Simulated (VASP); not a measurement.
# LuGeO (P4/mmm) in VASP: a series of runs

LuGeO is run at these levels: PBE; tasks: single point, relaxation of cell and atoms.

All numbers are computed with VASP 6.6.1; they aren't measurements. Logs are shortened: lines on timing, memory, paths and dates and some standing lists are left out, and cuts for length are marked.

### 1 The cell of the first run

The structure is tetragonal, space group P4/mmm (No. 123). The conventional cell has a = 3.123 Å, b = 3.123 Å, c = 6.026 Å, α = 90.00°, β = 90.00°, γ = 90.00°. Within 2.9 Å of Lu (site symmetry 4/mmm) lie 4 O at 2.21 Å. Ge (site symmetry 4/mmm) has 2 Lu at 3.01 Å and 4 Ge at 3.12 Å and 8 O at 3.74 Å within 4.0 Å. Within 2.9 Å of O (site symmetry 4/mmm) lie 4 Lu at 2.21 Å.

### 2 Single point, PBE

The input, INCAR:

```
PREC     = Accurate       # precision mode
ENCUT    = 520            # plane-wave cutoff, eV
EDIFF    = 1E-6           # SCF threshold, eV
ISMEAR   = 0              # smearing method
SIGMA    = 0.1            # smearing width, eV
LREAL    = False          # projectors in reciprocal space
LASPH    = True           # aspherical terms in the spheres
NELM     = 100            # most SCF steps
ALGO     = Normal         # electronic algorithm
ISIF     = 2              # what is computed and relaxed
LWAVE    = False          # write WAVECAR
LCHARG   = True           # write CHGCAR
GGA      = PE             # functional
LELF     = True           # ELF
LVHAR    = True         
NBANDS   = 30             # bands
```

The input, KPOINTS:

```
Automatic mesh
0
Gamma
  14 14 8
```

The input, POSCAR:

```
LuGeO
1.0
    3.1227917755      0.0000000000      0.0000000000
    0.0000000000      3.1227917755      0.0000000000
    0.0000000000      0.0000000000      6.0260120974
Lu Ge O
1 1 1
Direct
    0.5000000000      0.5000000000      0.5000000000
    0.5000000000      0.5000000000      0.0000000000
    0.0000000000      0.0000000000      0.5000000000
```

Potentials or basis: VASP PAW PBE potentials, release 64 (Lu, Ge_d, O).

Run with:

```sh
cat potpaw_PBE.64/Lu/POTCAR potpaw_PBE.64/Ge_d/POTCAR potpaw_PBE.64/O/POTCAR > POTCAR
mpirun -np 1 vasp_std > vasp.out
```

OUTCAR:

```text
PREC = Accurate
   ENCUT = 520
   EDIFF = 1E-6
   ISMEAR = 0
   LREAL = False
   LASPH = True
   NELM = 100
   ISIF = 2
   GGA = PE

 ion  position               nearest neighbor table
   1  0.500  0.500  0.500-   3 2.21   3 2.21   3 2.21   3 2.21   2 3.01   2 3.01
   2  0.500  0.500  0.000-   1 3.01   1 3.01
   3  0.000  0.000  0.500-   1 2.21   1 2.21   1 2.21   1 2.21

  LATTYP: Found a simple tetragonal cell.
 ALAT       =     3.1227917755
 C/A-ratio  =     1.9296874498

  Lattice vectors:

 A1 = (   3.1227917755,   0.0000000000,   0.0000000000)
 A2 = (   0.0000000000,   3.1227917755,   0.0000000000)
 A3 = (   0.0000000000,   0.0000000000,   6.0260120974)

Analysis of symmetry for initial positions (statically):
=====================================================================
 Subroutine PRICEL returns:
 Original cell was already a primitive cell.

 Routine SETGRP: Setting up the symmetry group for a
 simple tetragonal supercell.

 Subroutine GETGRP returns: Found 16 space group operations
 (whereof 16 operations were pure point group operations)
 out of a pool of 16 trial point group operations.

The static configuration has the point symmetry D_4h.

Analysis of symmetry for dynamics (positions and initial velocities):
=====================================================================
 Subroutine PRICEL returns:
 Original cell was already a primitive cell.

 Routine SETGRP: Setting up the symmetry group for a
 simple tetragonal supercell.

 Subroutine GETGRP returns: Found 16 space group operations
 (whereof 16 operations were pure point group operations)
 out of a pool of 16 trial point group operations.

The dynamic configuration has the point symmetry D_4h.

 Subroutine INISYM returns: Found 16 space group operations
 (whereof 16 operations are pure point group operations),
 and found     1 'primitive' translations

----------------------------------------------------------------------------------------

                                     Primitive cell

  volume of cell :      58.7646

  direct lattice vectors                    reciprocal lattice vectors
     3.122791776  0.000000000  0.000000000     0.320226282  0.000000000  0.000000000
     0.000000000  3.122791776  0.000000000     0.000000000  0.320226282  0.000000000
     0.000000000  0.000000000  6.026012097     0.000000000  0.000000000  0.165947227

  length of vectors
     3.122791776  3.122791776  6.026012097     0.320226282  0.320226282  0.165947227

  position of ions in fractional coordinates (direct lattice)
     0.500000000  0.500000000  0.500000000
     0.500000000  0.500000000  0.000000000
     0.000000000  0.000000000  0.500000000

  ion indices of the primitive-cell ions
   primitive index   ion index
                 1           1
                 2           2
                 3           3

----------------------------------------------------------------------------------------

 KPOINTS: Automatic mesh

Automatic generation of k-mesh.
 Grid dimensions read from file:
 generate k-points for:   14   14    8

 Generating k-lattice:

  Cartesian coordinates                     Fractional coordinates (reciprocal lattice)
     0.022873306  0.000000000  0.000000000     0.071428571  0.000000000  0.000000000
     0.000000000  0.022873306  0.000000000     0.000000000  0.071428571  0.000000000
     0.000000000  0.000000000  0.020743403     0.000000000  0.000000000  0.125000000

  Length of vectors
     0.022873306  0.022873306  0.020743403

  Shift w.r.t. Gamma in fractional coordinates (k-lattice)
     0.000000000  0.000000000  0.000000000

 Subroutine IBZKPT returns following result:
 ===========================================

 Found    180 irreducible k-points:

 Following reciprocal coordinates:
            Coordinates               Weight
  0.000000  0.000000  0.000000      1.000000
  0.071429  0.000000  0.000000      4.000000
  0.142857  0.000000  0.000000      4.000000
  0.214286  0.000000  0.000000      4.000000
  0.285714  0.000000  0.000000      4.000000
  0.357143  0.000000  0.000000      4.000000
[... 16 lines left out ...]
  0.285714  0.214286  0.000000      8.000000
  0.357143  0.214286  0.000000      8.000000
 [... further k-points ...]
   k-points           NKPTS =    180   k-points in BZ     NKDIM =    180   number of bands    NBANDS=     30
   number of dos      NEDOS =    301   number of ions     NIONS =      3
   total plane-waves  NPLWV =  27648
   dimension x,y,z NGX =    24 NGY =   24 NGZ =   48
   dimension x,y,z NGXF=    48 NGYF=   48 NGZF=   96
   ions per type =               1   1   1
   NGX,Y,Z   is equivalent  to a cutoff of  12.78, 12.78, 13.24 a.u.
   NGXF,Y,Z  is equivalent  to a cutoff of  25.55, 25.55, 26.48 a.u.
 SYSTEM =  unknown system
   PREC   = accura    normal or accurate (medium, high low for compatibility)
   ISTART =      0    job   : 0-new  1-cont  2-samecut
   ICHARG =      2    charge: 1-file 2-atom 10-const
   ISPIN  =      1    spin polarized calculation?
   LNONCOLLINEAR =      F non collinear calculations
   LSORBIT =      F    spin-orbit coupling
   LASPH  =      T    aspherical Exc in radial PAW
   ENCUT  =  520.0 eV  38.22 Ry    6.18 a.u.   5.81  5.81 11.20*2*pi/ulx,y,z
   NELM   =    100;   NELMIN=  2; NELMDL= -5     # of ELM steps
   EDIFF  = 0.1E-05   stopping-criterion for ELM
   LREAL  =      F    real-space projection
   EDIFFG = 0.1E-04   stopping-criterion for IOM
   NSW    =      0    number of steps for IOM
   IBRION =     -1    ionic relax: 0-MD 1-quasi-New 2-CG
   NFREE  =      0    steps in history (QN), initial steepest desc. (CG)
   ISIF   =      2    stress and relaxation
   ISYM   =      2    0-nonsym 1-usesym 2-fastsym
   POTIM  = 0.5000    time-step for ionic-motion
   TEBEG  =    0.0;   TEEND  =   0.0 temperature during run
   PSTRESS=    0.0 pullay stress
   NELECT =      45.0000    total number of electrons
   NUPDOWN=      -1.0000    fix difference up-down
   EMIN   =  10.00;   EMAX   =-10.00  energy-range for DOS
   EFERMI =   0.00;   METHOD = LEGACY
   ISMEAR =     0;   SIGMA  =   0.10  broadening in eV -4-tet -1-fermi 0-gaus
   EFERMI_NEDOS =   21; number of points for ismear=-14 and -15
   IALGO  =     38    algorithm
   IMIX   =      4    mixing-type and parameters
     AMIX     =   0.40;   BMIX     =  1.00
     AMIX_MAG =   1.60;   BMIX_MAG =  1.00
  volume/ion in A,a.u.               =      19.59       132.19
  Fermi-wavevector in a.u.,A,eV,Ry     =   1.497753  2.830344 30.521477  2.243265
  Thomas-Fermi vector in A             =   2.609601
   LORBIT       =      0    0 simple, 1 ext, 2 COOP (PROOUT), +10 PAW based schemes
   GGA     = PE    functional components
   LHFCALC =     F    Hartree Fock is set to
   AEXX    =    0.0000 exact exchange contribution
   IVDW    =     0    specifies the selected vdW correction
   LEPSILON=     F    determine dielectric tensor
   LRPA    =     F    only Hartree local field effects (RPA)
 non-spin polarized calculation
 Gauss-broadening in eV      SIGMA  =   0.10
  energy-cutoff  :      520.00
  volume of cell :       58.76
 maximum number of plane-waves:      1616
 NGX is ok and might be reduce to    24
   NGX = 11   NGY = 11   NGZ = 23

 number of electron      44.9999999 magnetization

 Free energy of the ion-electron system (eV)
  ---------------------------------------------------
  ext. energy  EPLUGINS =         0.00000000
  ---------------------------------------------------
  free energy    TOTEN  =       -18.94417926 eV

  energy without entropy =      -18.93505220  energy(sigma->0) =      -18.93961573

 E-fermi :   3.1575     XC(G=0): -10.4605

 val. band max:        3.1493943576   @ k =   0.2143   0.2143   0.0000
 cond. band min:       3.1585099097   @ k =   0.2857   0.0714   0.5000
 fundamental gap:      0.0091155521
 Fermi energy:         3.1574942711

 k-point     1 :       0.0000    0.0000    0.0000
  band No.  band energies     occupation
      1     -52.9310      2.00000
      2     -23.6856      2.00000
      3     -23.4166      2.00000
      4     -23.4166      2.00000
      5     -21.0369      2.00000
      6     -20.9720      2.00000
[... 22 lines left out ...]
     29       8.4025      0.00000
     30       9.2486      0.00000

 k-point     2 :       0.0714    0.0000    0.0000
  band No.  band energies     occupation
      1     -52.9289      2.00000
      2     -23.6814      2.00000
      3     -23.4789      2.00000
      4     -23.4104      2.00000
      5     -21.0347      2.00000
      6     -20.9729      2.00000
[... 22 lines left out ...]
     29       8.4579      0.00000
     30       9.4822      0.00000

 k-point     3 :       0.1429    0.0000    0.0000
  band No.  band energies     occupation
      1     -52.9230      2.00000
      2     -23.6695      2.00000
      3     -23.6471      2.00000
      4     -23.3929      2.00000
      5     -21.0289      2.00000
      6     -20.9752      2.00000
[... 22 lines left out ...]
     29       8.6887      0.00000
     30      10.1180      0.00000

 k-point     4 :       0.2143    0.0000    0.0000
  band No.  band energies     occupation
      1     -52.9146      2.00000
      2     -23.8761      2.00000
      3     -23.6524      2.00000
      4     -23.3674      2.00000
      5     -21.0209      2.00000
      6     -20.9785      2.00000
[... 22 lines left out ...]
     29       9.4265      0.00000
     30      11.0072      0.00000

 k-point     5 :       0.2857    0.0000    0.0000
  band No.  band energies     occupation
      1     -52.9052      2.00000
      2     -24.1138      2.00000
      3     -23.6333      2.00000
      4     -23.3389      2.00000
      5     -21.0125      2.00000
      6     -20.9821      2.00000
[... 22 lines left out ...]
     29      10.1938      0.00000
     30      11.9802      0.00000
[... 526 lines left out ...]
     29      11.0694      0.00000
     30      12.1081      0.00000

 k-point    22 :       0.2143    0.2143    0.0000
  band No.  band energies     occupation
      1     -52.8985      2.00000
      2     -23.8669      2.00000
      3     -23.6777      2.00000
      4     -23.6212      2.00000
      5     -21.0030      2.00000
      6     -20.9855      2.00000
[... 22 lines left out ...]
     29       9.2419      0.00000
     30      12.6516      0.00000

 k-point    23 :       0.2857    0.2143    0.0000
  band No.  band energies     occupation
      1     -52.8893      2.00000
      2     -24.0153      2.00000
      3     -23.6844      2.00000
      4     -23.6032      2.00000
      5     -20.9934      2.00000
      6     -20.9896      2.00000
[... 22 lines left out ...]
     29       9.6306      0.00000
     30      13.0873      0.00000

 k-point    24 :       0.3571    0.2143    0.0000
  band No.  band energies     occupation
      1     -52.8810      2.00000
      2     -24.1825      2.00000
      3     -23.6478      2.00000
      4     -23.5870      2.00000
      5     -20.9932      2.00000
      6     -20.9854      2.00000
[... 22 lines left out ...]
     29      10.2155      0.00000
     30      12.7132      0.00000

 [... further k-points ...]
[... 5 lines left out ...]
  --------------------------------------------------------------------------------------
  -------------------------------------------------------------------------------------
  Total        0.2660336      0.2660336     -0.0365315      0.0000000     -0.0000000      0.0000000
  in kB        7.2532226      7.2532226     -0.9960058      0.0000000     -0.0000000      0.0000000
  external PRESSURE =       4.5034798 kB  Pullay stress =       0.0000000 kB

 VOLUME and BASIS-vectors are now :
 -----------------------------------------------------------------------------
  energy-cutoff  :      520.00
  volume of cell :       58.76
      direct lattice vectors                 reciprocal lattice vectors
     3.122791776  0.000000000  0.000000000     0.320226282  0.000000000  0.000000000
     0.000000000  3.122791776  0.000000000     0.000000000  0.320226282  0.000000000
     0.000000000  0.000000000  6.026012097     0.000000000  0.000000000  0.165947227

 POSITION                                       TOTAL-FORCE (eV/Angst)
 -----------------------------------------------------------------------------------
      1.56140      1.56140      3.01301         0.000000      0.000000      0.000000
      1.56140      1.56140      0.00000         0.000000      0.000000      0.000000
      0.00000      0.00000      3.01301         0.000000      0.000000      0.000000
 -----------------------------------------------------------------------------------
    total drift:                                0.000000     -0.000000     -0.000000

  FREE ENERGIE OF THE ION-ELECTRON SYSTEM (eV)
  ---------------------------------------------------
  free  energy   TOTEN  =       -18.9441792603 eV

  energy  without entropy=      -18.9350521985  energy(sigma->0) =      -18.93961573
```

Run time: 1.9 min. Hardware: 1 thread of Intel Xeon 6975P-C (Granite Rapids), shared host; peak memory 0.44 GiB.

What came out:

| Property | Result |
| --- | --- |
| Free energy | -18.9442 eV |
| Pressure | 0.5 GPa |

Caveat: spin-orbit coupling is left out, which moves the levels of the heavy elements; an odd number of electrons without spin polarisation forces a metal; a magnetic or distorted state may lie lower.

### 3 Relaxation of cell and atoms, PBE

This run uses another cell than the first one, of 19.48 Å³/atom, 0.994 times its volume.

The input, INCAR:

```
  PREC = Accurate
  ENCUT = 600
  EDIFF = 1E-7
  ISMEAR = 0
  SIGMA = 0.1
  LREAL = F
  LASPH = T
  NELM = 100
  ALGO = Normal
  ISIF = 3
  LWAVE = F
  LCHARG = F
  GGA = PE
  IBRION = 2
  NSW = 100
  EDIFFG = -0.01
```

The input, KPOINTS:

```
regular mesh
0
Gamma
  14 14 8
```

The input, POSCAR:

```
LuGeO
1.0
    3.1188984092      0.0000000000      0.0000000000
    0.0000000000      3.1188984092      0.0000000000
    0.0000000000      0.0000000000      6.0074102402
Lu Ge O
1 1 1
Direct
    0.5000000000      0.5000000000      0.5000000000
    0.5000000000      0.5000000000      0.0000000000
    0.0000000000      0.0000000000      0.5000000000
```

Potentials or basis: VASP PAW PBE potentials, release 64 (Lu, Ge_d, O).

Run with:

```sh
cat potpaw_PBE.64/Lu/POTCAR potpaw_PBE.64/Ge_d/POTCAR potpaw_PBE.64/O/POTCAR > POTCAR
mpirun -np 1 vasp_std > vasp.out
```

Run time: 11 min. Hardware: 1 thread of Intel Xeon 6975P-C (Granite Rapids), shared host; peak memory 0.5 GiB.

The run converged. Its results:

```yaml
Free_energy: -18.9476 eV
Relaxed_volume: 19.68 Å³/atom
Relaxed_cell: a = 3.131 Å, b = 3.131 Å, c = 6.022 Å, α = 90.00°, β = 90.00°, γ = 90.00°
Space_group_after_relaxing_to_0.05_Å: P4/mmm (No. 123)
Energy_gained_by_relaxing: 0.6 meV/atom
Ionic_steps: 5
Pressure_after_relaxing: 0.0 GPa
```

The path:
```tsv
step	energy change (eV)	largest force (eV/Å)	pressure (GPa)	volume (Å³)
1	0.0000	0.0000	0.99	58.44
2	-0.0003	0.0000	-0.79	59.46
3	-0.0019	0.0000	0.05	58.97
4	-0.0019	0.0000	0.03	58.98
5	-0.0019	0.0000	0.00	59.03
```

Final structure:
```
Lu Ge O
1.0
     3.13086    0.00000    0.00000
     0.00000    3.13086    0.00000
     0.00000    0.00000    6.02161
Lu Ge O
1 1 1
Direct
  0.50000 0.50000 0.50000
  0.50000 0.50000 0.00000
  0.00000 0.00000 0.50000
```

Levels at points of the mesh, in eV from the Fermi level:
```csv
k point,band 19,band 20,band 21,band 22,band 23,band 24,band 25,band 26,band 27
"(0.00, 0.00, 0.00)",-4.24,-2.88,-2.88,-0.54,-0.15,2.00,4.63,4.88,4.88
"(0.50, 0.00, 0.00)",-4.67,-4.66,-4.61,-2.54,0.19,3.28,3.60,5.41,5.59
"(0.50, 0.50, 0.00)",-3.82,-3.82,-3.22,-0.61,-0.61,1.24,1.24,2.17,4.70
"(0.00, 0.00, 0.50)",-3.57,-3.17,-2.88,-2.88,-0.15,3.99,3.99,4.54,6.06
"(0.50, 0.00, 0.50)",-4.65,-4.65,-4.61,-1.93,-1.33,4.14,4.40,5.03,5.32
"(0.50, 0.50, 0.50)",-3.78,-3.78,-3.23,-1.23,-1.23,0.04,2.78,2.78,5.20
```

Caveat: spin-orbit coupling is left out, which moves the levels of the heavy elements; an odd number of electrons without spin polarisation forces a metal; a magnetic or distorted state may lie lower.
